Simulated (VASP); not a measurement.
# SiO2 (P4_2/mnm) in VASP: a series of runs, part 2 of 2

VASP 6.6.1.

## 3. Single point, LDA

This run uses another cell than the first one, of 8.99 Å³/atom, 1.010 times its volume.

INCAR

```
SYSTEM = SiO2
ALGO = Normal
EDIFF = 1E-6
ENCUT = 520
GGA = CA
ISIF = 2
ISMEAR = 0
LASPH = .TRUE.
LCHARG = .FALSE.
LREAL = .FALSE.
LWAVE = .FALSE.
NBANDS = 25
NELM = 60
PREC = Accurate
SIGMA = 0.05
```

KPOINTS

```
k-points
0
G
  6 6 8
  0 0 0
```

POSCAR

```
SiO2
1.0
    4.2549000000      0.0000000000      0.0000000000
    0.0000000000      4.2549000000      0.0000000000
    0.0000000000      0.0000000000      2.9807000000
Si O
2 4
Direct
    0.5000000000      0.5000000000      0.5000000000
    0.0000000000      0.0000000000      0.0000000000
    0.6944252994      0.6944252994      0.0000000000
    0.1944252994      0.8055747006      0.5000000000
    0.3055747006      0.3055747006      0.0000000000
    0.8055747006      0.1944252994      0.5000000000
```

Potentials or basis: VASP PAW LDA potentials, release 64 (Si, O).

On the command line:

```bash
cat potpaw_LDA.64/Si/POTCAR potpaw_LDA.64/O/POTCAR > POTCAR
mpirun -np 1 vasp_std > vasp.out
```

Run time: 85 s. Hardware: 1 thread of AMD EPYC 7R13, shared host; peak memory 0.14 GiB.

It converged, with:

| Property | Result |
| --- | --- |
| Free energy | -50.4955 eV |
| Pressure | -39.3 GPa |
| Largest force | 0.068 eV/Å |
| Band gap on the k mesh | 2.82 eV, direct |

Forces in eV/Å, atoms in the order of the input:
```
Si   0.000  0.000  0.000
Si   0.000  0.000  0.000
O    0.048  0.048  0.000
O    0.048 -0.048  0.000
O   -0.048 -0.048  0.000
O   -0.048  0.048  0.000
```

Stress tensor (GPa, compression positive):
```
-28.34   0.00   0.00
  0.00 -28.34   0.00
  0.00   0.00 -61.26
```

Levels at points of the mesh, in eV from the valence-band top:
| k point | band 14 | band 15 | band 16 | band 17 | band 18 | band 19 |
| --- | --- | --- | --- | --- | --- | --- |
| (0.00, 0.00, 0.00) | -0.69 | -0.69 | 0.00 | 2.82 | 4.72 | 6.10 |
| (0.50, 0.00, 0.00) | -2.56 | -0.82 | -0.82 | 5.23 | 5.23 | 6.82 |
| (0.50, 0.50, 0.00) | -2.63 | -1.55 | -1.55 | 4.97 | 4.97 | 7.76 |
| (0.00, 0.00, 0.50) | -2.68 | -2.10 | -2.10 | 7.09 | 7.09 | 10.87 |
| (0.50, 0.00, 0.50) | -1.77 | -1.35 | -1.35 | 7.08 | 7.08 | 8.86 |
| (0.50, 0.50, 0.50) | -1.26 | -1.15 | -1.15 | 5.48 | 5.48 | 10.07 |

## 4. Single point, LDA

This run uses another cell than the first one, of 7.15 Å³/atom, 0.803 times its volume.

INCAR

```
SYSTEM = SiO2
PREC = Accurate ; ENCUT = 910
EDIFF = 1E-6 ; ISMEAR = 0
SIGMA = 0.05 ; LREAL = .False.
LASPH = .True. ; NELM = 120
ALGO = Normal ; ISIF = 2
LWAVE = .False. ; LCHARG = .False.
NBANDS = 25 ; GGA_COMPAT = .False.
```

KPOINTS

```
regular mesh
0
Gamma
  6 6 8
  0 0 0
```

Edit POSCAR of step 3 so:

```diff
@@ -2,5 +2,5 @@
 1.0
-    4.2549000000      0.0000000000      0.0000000000
-    0.0000000000      4.2549000000      0.0000000000
-    0.0000000000      0.0000000000      2.9807000000
+    4.2798000000      0.0000000000      0.0000000000
+    0.0000000000      4.2798000000      0.0000000000
+    0.0000000000      0.0000000000      2.3420000000
 Si O
```

Potentials or basis: VASP PAW LDA potentials, release 64 (Si, O_h).

On the command line:

```bash
cat potpaw_LDA.64/Si/POTCAR potpaw_LDA.64/O_h/POTCAR > POTCAR
mpirun -np 1 vasp_std > vasp.out
```

OUTCAR:

```text
SYSTEM = SiO2
   PREC = Accurate
   ENCUT = 910
   EDIFF = 1E-6
   ISMEAR = 0
   LREAL = .False.
   LASPH = .True.
   NELM = 120
   ISIF = 2

 ion  position               nearest neighbor table
   1  0.500  0.500  0.500-   3 1.66   5 1.66   3 1.66   5 1.66   4 1.85   6 1.85
   2  0.000  0.000  0.000-   4 1.66   6 1.66   4 1.66   6 1.66   5 1.85   3 1.85
   3  0.694  0.694  0.000-   1 1.66   1 1.66   2 1.85
   4  0.194  0.806  0.500-   2 1.66   2 1.66   1 1.85
   5  0.306  0.306  0.000-   1 1.66   1 1.66   2 1.85
   6  0.806  0.194  0.500-   2 1.66   2 1.66   1 1.85
[... 881 lines left out ...]
  -------------------------------------------------------------------------------------
  Total        1.1452168      1.1452168     31.4690045     -0.0000000      0.0000000      0.0000000
  in kB       42.7724803     42.7724803   1175.3298005     -0.0000000      0.0000000      0.0000000
  external PRESSURE =     420.2915870 kB  Pullay stress =       0.0000000 kB

 VOLUME and BASIS-vectors are now :
 -----------------------------------------------------------------------------
  energy-cutoff  :      910.00
  volume of cell :       42.90
      direct lattice vectors                 reciprocal lattice vectors
     4.279800000  0.000000000  0.000000000     0.233655778  0.000000000  0.000000000
     0.000000000  4.279800000  0.000000000     0.000000000  0.233655778  0.000000000
     0.000000000  0.000000000  2.342000000     0.000000000  0.000000000  0.426985482

 POSITION                                       TOTAL-FORCE (eV/Angst)
 -----------------------------------------------------------------------------------
      2.13990      2.13990      1.17100         0.000000      0.000000     -0.000000
      0.00000      0.00000      0.00000         0.000000      0.000000     -0.000000
      2.97200      2.97200      0.00000        -0.014903     -0.014903      0.000000
      0.83210      3.44770      1.17100        -0.014903      0.014903     -0.000000
      1.30780      1.30780      0.00000         0.014903      0.014903     -0.000000
      3.44770      0.83210      1.17100         0.014903     -0.014903      0.000000
 -----------------------------------------------------------------------------------
    total drift:                                0.000000     -0.000000      0.000000

  FREE ENERGIE OF THE ION-ELECTRON SYSTEM (eV)
  ---------------------------------------------------
  free  energy   TOTEN  =       -50.1911857420 eV

  energy  without entropy=      -50.1911857420  energy(sigma->0) =      -50.19118574
```

Wall time 33 s (1 thread of Intel Xeon 6975P-C (Granite Rapids), shared host); peak memory 0.22 GiB.

Results:

| Item | Value |
| --- | --- |
| Free energy | -50.1912 eV |
| Pressure | 42.0 GPa |
| Largest force | 0.021 eV/Å |
| Band gap on the k mesh | 6.97 eV, direct |

Forces on the atoms (eV/Å):
```
Si   0.000  0.000  0.000
Si   0.000  0.000  0.000
O   -0.015 -0.015  0.000
O   -0.015  0.015  0.000
O    0.015  0.015  0.000
O    0.015 -0.015  0.000
```

Levels at points of the mesh, in eV from the valence-band top:
```tsv
k point	band 14	band 15	band 16	band 17	band 18	band 19
(0.00, 0.00, 0.00)	-1.01	-1.01	0.00	6.97	9.82	10.97
(0.50, 0.00, 0.00)	-1.55	-1.27	-1.27	9.04	9.04	11.28
(0.50, 0.50, 0.00)	-2.33	-1.99	-1.99	9.49	9.49	11.21
(0.00, 0.00, 0.50)	-2.73	-2.73	-2.73	9.88	9.88	12.46
(0.50, 0.00, 0.50)	-2.49	-1.69	-1.69	9.22	9.22	9.49
(0.50, 0.50, 0.50)	-2.00	-1.47	-1.47	7.61	7.61	11.16
```

Caveat: the cutoff is under 1.25 times the usual one of these potentials, so pressure, stress and relaxed cells hold a basis-set (Pulay) error. A k mesh can miss the band edges.

## 5. Overview

```tsv
potentials or basis	cell	cutoff (eV)	second run	gap on the mesh (eV)	pressure (GPa)	largest force (eV/Å)
VASP PAW LDA potentials, release 64 (Si, O)	a = 4.280, b = 4.280, c = 2.917 Å, 6 atoms	520	-	3.06	-37.6	0.17
VASP PAW LDA potentials, release 64 (Si, O)	a = 4.255, b = 4.255, c = 2.981 Å, 6 atoms	520	-	2.82	-39.3	0.07
VASP PAW LDA potentials, release 64 (Si, O_h)	a = 4.280, b = 4.280, c = 2.342 Å, 6 atoms	910	hard_potentials	6.97	42.0	0.02
```

Alike in all rows: task single point; level LDA; no spin polarisation; k mesh 6 × 6 × 8; smearing gaussian 0.05 eV.

Caveats: the cutoff is under 1.25 times the usual one of these potentials, so pressure, stress and relaxed cells hold a basis-set (Pulay) error (some runs).

Total energies depend on the potentials used, so only differences within one code and one set of settings carry meaning.
